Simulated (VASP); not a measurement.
# WC (rocksalt type) (Fm-3m) in VASP: relaxation of cell and atoms with PBEsol

Aim: the relaxation of cell and atoms of WC (rocksalt type) with PBEsol.

Everything below comes from runs of VASP 6.6.1. Logs are shortened: lines on timing, memory, paths and dates and some standing lists are left out, and cuts for length are marked.

## Step 1: The cell of the first run

It takes space group Fm-3m (No. 225, cubic). The conventional cell has a = 4.309 Å, b = 4.309 Å, c = 4.309 Å, α = 90.00°, β = 90.00°, γ = 90.00°. Within 2.9 Å of W (site symmetry m-3m) lie 6 C at 2.15 Å. C (site symmetry m-3m) has 6 W at 2.15 Å within 2.9 Å.

## Step 2: Relaxation of cell and atoms, PBEsol

Input file INCAR:

```
SYSTEM = WC
PREC = Accurate ; ENCUT = 600
EDIFF = 1E-6 ; ISMEAR = -1
SIGMA = 0.1 ; LREAL = .False.
LASPH = .True. ; NELM = 80
ALGO = Normal ; ISIF = 3
LWAVE = .False. ; LCHARG = .False.
GGA = PS ; IBRION = 2
NSW = 60 ; EDIFFG = -0.005
```

Input file KPOINTS:

```
Automatic mesh
0
Gamma
  15 15 15
  0 0 0
```

Input file POSCAR:

```
WC
1.0
    0.0000000000      2.1544346900      2.1544346900
    2.1544346900      0.0000000000      2.1544346900
    2.1544346900      2.1544346900      0.0000000000
W C
1 1
Direct
    0.0000000000      0.0000000000      0.0000000000
    0.5000000000      0.5000000000      0.5000000000
```

Potentials or basis: VASP PAW PBE potentials, release 64 (W_sv, C).

Run with:

```
> cat potpaw_PBE.64/W_sv/POTCAR potpaw_PBE.64/C/POTCAR > POTCAR
> mpirun -np 1 vasp_std > vasp.out
```

OUTCAR:

```text
SYSTEM = WC
   PREC = Accurate
   ENCUT = 600
   EDIFF = 1E-6
   ISMEAR = -1
   LREAL = .False.
   LASPH = .True.
   NELM = 80
   ISIF = 3
   GGA = PS
   IBRION = 2
   NSW = 60
   EDIFFG = -0.005

 ion  position               nearest neighbor table
   1  0.000  0.000  0.000-   2 2.15   2 2.15   2 2.15   2 2.15   2 2.15   2 2.15
   2  0.500  0.500  0.500-   1 2.15   1 2.15   1 2.15   1 2.15   1 2.15   1 2.15

  LATTYP: Found a face centered cubic cell.
 ALAT       =     4.3088693800

  Lattice vectors:

 A1 = (   0.0000000000,   2.1544346900,   2.1544346900)
 A2 = (   2.1544346900,   0.0000000000,   2.1544346900)
 A3 = (   2.1544346900,   2.1544346900,   0.0000000000)

Analysis of symmetry for initial positions (statically):
=====================================================================
 Subroutine PRICEL returns:
 Original cell was already a primitive cell.

 Routine SETGRP: Setting up the symmetry group for a
 face centered cubic supercell.

 Subroutine GETGRP returns: Found 48 space group operations
 (whereof 48 operations were pure point group operations)
 out of a pool of 48 trial point group operations.

The static configuration has the point symmetry O_h .

Analysis of symmetry for dynamics (positions and initial velocities):
=====================================================================
 Subroutine PRICEL returns:
 Original cell was already a primitive cell.

 Routine SETGRP: Setting up the symmetry group for a
 face centered cubic supercell.

 Subroutine GETGRP returns: Found 48 space group operations
 (whereof 48 operations were pure point group operations)
 out of a pool of 48 trial point group operations.

The dynamic configuration has the point symmetry O_h .

 Subroutine INISYM returns: Found 48 space group operations
 (whereof 48 operations are pure point group operations),
 and found     1 'primitive' translations

----------------------------------------------------------------------------------------

                                     Primitive cell

  volume of cell :      20.0000

  direct lattice vectors                    reciprocal lattice vectors
     0.000000000  2.154434690  2.154434690    -0.232079442  0.232079442  0.232079442
     2.154434690  0.000000000  2.154434690     0.232079442 -0.232079442  0.232079442
     2.154434690  2.154434690  0.000000000     0.232079442  0.232079442 -0.232079442

  length of vectors
     3.046830758  3.046830758  3.046830758     0.401973384  0.401973384  0.401973384

  position of ions in fractional coordinates (direct lattice)
     0.000000000  0.000000000  0.000000000
     0.500000000  0.500000000  0.500000000

  ion indices of the primitive-cell ions
   primitive index   ion index
                 1           1
                 2           2

----------------------------------------------------------------------------------------

 KPOINTS: Automatic mesh

Automatic generation of k-mesh.
 Grid dimensions read from file:
 generate k-points for:   15   15   15

 Generating k-lattice:

  Cartesian coordinates                     Fractional coordinates (reciprocal lattice)
    -0.015471963  0.015471963  0.015471963     0.066666667  0.000000000  0.000000000
     0.015471963 -0.015471963  0.015471963     0.000000000  0.066666667  0.000000000
     0.015471963  0.015471963 -0.015471963     0.000000000  0.000000000  0.066666667

  Length of vectors
     0.026798226  0.026798226  0.026798226

  Shift w.r.t. Gamma in fractional coordinates (k-lattice)
     0.000000000  0.000000000  0.000000000

 Subroutine IBZKPT returns following result:
 ===========================================

 Found    120 irreducible k-points:

 Following reciprocal coordinates:
            Coordinates               Weight
  0.000000  0.000000  0.000000      1.000000
  0.066667  0.000000  0.000000      8.000000
  0.133333  0.000000  0.000000      8.000000
  0.200000  0.000000  0.000000      8.000000
  0.266667  0.000000  0.000000      8.000000
  0.333333  0.000000  0.000000      8.000000
[... 16 lines left out ...]
  0.133333  0.133333  0.000000      6.000000
  0.200000  0.133333  0.000000     24.000000
 [... further k-points ...]
   k-points           NKPTS =    120   k-points in BZ     NKDIM =    120   number of bands    NBANDS=     13
   number of dos      NEDOS =    301   number of ions     NIONS =      2
   total plane-waves  NPLWV =  13824
   dimension x,y,z NGX =    24 NGY =   24 NGZ =   24
   dimension x,y,z NGXF=    48 NGYF=   48 NGZF=   48
   ions per type =               1   1
   NGX,Y,Z   is equivalent  to a cutoff of  13.10, 13.10, 13.10 a.u.
   NGXF,Y,Z  is equivalent  to a cutoff of  26.19, 26.19, 26.19 a.u.
 SYSTEM =  WC
   PREC   = accura    normal or accurate (medium, high low for compatibility)
   ISTART =      0    job   : 0-new  1-cont  2-samecut
   ICHARG =      2    charge: 1-file 2-atom 10-const
   ISPIN  =      1    spin polarized calculation?
   LNONCOLLINEAR =      F non collinear calculations
   LSORBIT =      F    spin-orbit coupling
   LASPH  =      T    aspherical Exc in radial PAW
   ENCUT  =  600.0 eV  44.10 Ry    6.64 a.u.   6.09  6.09  6.09*2*pi/ulx,y,z
   NELM   =     80;   NELMIN=  2; NELMDL= -5     # of ELM steps
   EDIFF  = 0.1E-05   stopping-criterion for ELM
   LREAL  =      F    real-space projection
   EDIFFG = -.5E-02   stopping-criterion for IOM
   NSW    =     60    number of steps for IOM
   IBRION =      2    ionic relax: 0-MD 1-quasi-New 2-CG
   NFREE  =      1    steps in history (QN), initial steepest desc. (CG)
   ISIF   =      3    stress and relaxation
   ISYM   =      2    0-nonsym 1-usesym 2-fastsym
   POTIM  = 0.5000    time-step for ionic-motion
   TEBEG  =    0.0;   TEEND  =   0.0 temperature during run
   PSTRESS=    0.0 pullay stress
   NELECT =      18.0000    total number of electrons
   NUPDOWN=      -1.0000    fix difference up-down
   EMIN   =  10.00;   EMAX   =-10.00  energy-range for DOS
   EFERMI =   0.00;   METHOD = LEGACY
   ISMEAR =    -1;   SIGMA  =   0.10  broadening in eV -4-tet -1-fermi 0-gaus
   EFERMI_NEDOS =   21; number of points for ismear=-14 and -15
   IALGO  =     38    algorithm
   IMIX   =      4    mixing-type and parameters
     AMIX     =   0.40;   BMIX     =  1.00
     AMIX_MAG =   1.60;   BMIX_MAG =  1.00
  volume/ion in A,a.u.               =      10.00        67.48
  Fermi-wavevector in a.u.,A,eV,Ry     =   1.580601  2.986903 33.991441  2.498300
  Thomas-Fermi vector in A             =   2.680804
   LORBIT       =      0    0 simple, 1 ext, 2 COOP (PROOUT), +10 PAW based schemes
   GGA     = PS    functional components
   LHFCALC =     F    Hartree Fock is set to
   AEXX    =    0.0000 exact exchange contribution
   IVDW    =     0    specifies the selected vdW correction
   LEPSILON=     F    determine dielectric tensor
   LRPA    =     F    only Hartree local field effects (RPA)
 conjugate gradient relaxation of ions
 non-spin polarized calculation
  energy-cutoff  :      600.00
  volume of cell :       20.00
 maximum number of plane-waves:       681
   NGX = 13   NGY = 13   NGZ = 13

--------------------------------------- Ionic step        1  -------------------------------------------

 number of electron      17.9999999 magnetization

 Free energy of the ion-electron system (eV)
  ---------------------------------------------------
  ext. energy  EPLUGINS =         0.00000000
  ---------------------------------------------------
  free energy    TOTEN  =       -22.99488436 eV

  energy without entropy =      -22.96567440  energy(sigma->0) =      -22.98027938

------------------------ aborting loop because EDIFF is reached ----------------------------------------

  FORCE on cell =-STRESS in cart. coord.  units (eV):
  Direction    XX          YY          ZZ          XY          YZ          ZX
  --------------------------------------------------------------------------------------
  -------------------------------------------------------------------------------------
  Total        1.4591313      1.4591313      1.4591313      0.0000000     -0.0000000      0.0000000
  in kB      116.8893513    116.8893513    116.8893513      0.0000000     -0.0000000      0.0000000
  external PRESSURE =     116.8893513 kB  Pullay stress =       0.0000000 kB
[... 93 lines left out ...]
  energy  without entropy=      -22.9847889245  energy(sigma->0) =      -23.00002115

--------------------------------------- Ionic step        4  -------------------------------------------

 number of electron      18.0000000 magnetization

 Free energy of the ion-electron system (eV)
  ---------------------------------------------------
  ext. energy  EPLUGINS =         0.00000000
  ---------------------------------------------------
  free energy    TOTEN  =       -23.01526908 eV

  energy without entropy =      -22.98483853  energy(sigma->0) =      -23.00005381

 E-fermi :  12.6086     XC(G=0): -13.9784

 val. band max:       12.6022639856   @ k =  -0.4000   0.2667   0.1333
 cond. band min:      12.6094291351   @ k =  -0.2667   0.4000   0.1333
 fundamental gap:      0.0071651495
 Fermi energy:        12.6085506209

 k-point     1 :       0.0000    0.0000    0.0000
  band No.  band energies     occupation
      1     -62.7275      2.00000
      2     -26.7219      2.00000
      3     -26.7219      2.00000
      4     -26.7219      2.00000
      5      -3.3679      2.00000
      6       9.7748      2.00000
      7       9.7748      2.00000
      8       9.7748      2.00000
      9      11.5509      1.99995
     10      11.5509      1.99995
     11      11.5509      1.99995
     12      11.6312      1.99989
     13      11.6312      1.99989
[... 353 lines left out ...]
 k-point    24 :       0.2000    0.1333    0.0000
  band No.  band energies     occupation
      1     -62.7126      2.00000
      2     -26.9032      2.00000
      3     -26.7792      2.00000
      4     -26.7722      2.00000
      5      -2.3073      2.00000
      6       6.7586      2.00000
      7       8.3301      2.00000
      8       8.9068      2.00000
      9       9.5812      2.00000
     10      11.9381      1.99755
     11      13.3290      0.00149
     12      13.9761      0.00000
     13      16.4734      0.00000

 [... further k-points ...]

------------------------ aborting loop because EDIFF is reached ----------------------------------------

  FORCE on cell =-STRESS in cart. coord.  units (eV):
  Direction    XX          YY          ZZ          XY          YZ          ZX
  --------------------------------------------------------------------------------------
  -------------------------------------------------------------------------------------
  Total       -0.0025206     -0.0025206     -0.0025206     -0.0000000     -0.0000000      0.0000000
  in kB       -0.1962922     -0.1962922     -0.1962922     -0.0000000     -0.0000000      0.0000000
  external PRESSURE =      -0.1962922 kB  Pullay stress =       0.0000000 kB
[... 17 lines left out ...]
  FREE ENERGIE OF THE ION-ELECTRON SYSTEM (eV)
  ---------------------------------------------------
  free  energy   TOTEN  =       -23.0152690823 eV

  energy  without entropy=      -22.9848385297  energy(sigma->0) =      -23.00005381

 reached required accuracy - stopping structural energy minimisation
```

Wall time 90 s (1 thread of Intel Xeon 8259CL, shared host); peak memory 0.18 GiB.

What came out:

* Free energy: -23.0153 eV
* Relaxed volume: 10.29 Å³/atom
* Relaxed cell: a = 3.076 Å, b = 3.076 Å, c = 3.076 Å, α = 60.00°, β = 60.00°, γ = 60.00°
* Space group after relaxing (to 0.1 Å): Fm-3m (No. 225)
* Energy gained by relaxing: 10.2 meV/atom
* Ionic steps: 4
* Pressure after relaxing: 0.0 GPa

Step by step:
```
step  energy change (eV)  largest force (eV/Å)  pressure (GPa)  volume (Å³)
   1              0.0000                0.0000           11.69        20.00
   2              0.1140                0.0000          -24.89        22.19
   3             -0.0204                0.0000           -0.30        20.59
   4             -0.0204                0.0000           -0.02        20.57
```

Final structure:
```
W C
1.0
     0.00000    2.17485    2.17485
     2.17485    0.00000    2.17485
     2.17485    2.17485    0.00000
W C
1 1
Direct
  0.00000 0.00000 0.00000
  0.50000 0.50000 0.50000
```

Caveat: the highest band is partly filled, so the run has too few bands; the PAW data sets were made with another functional, which shifts forces and pressure a little; spin-orbit coupling is left out, which moves the levels of the heavy elements.
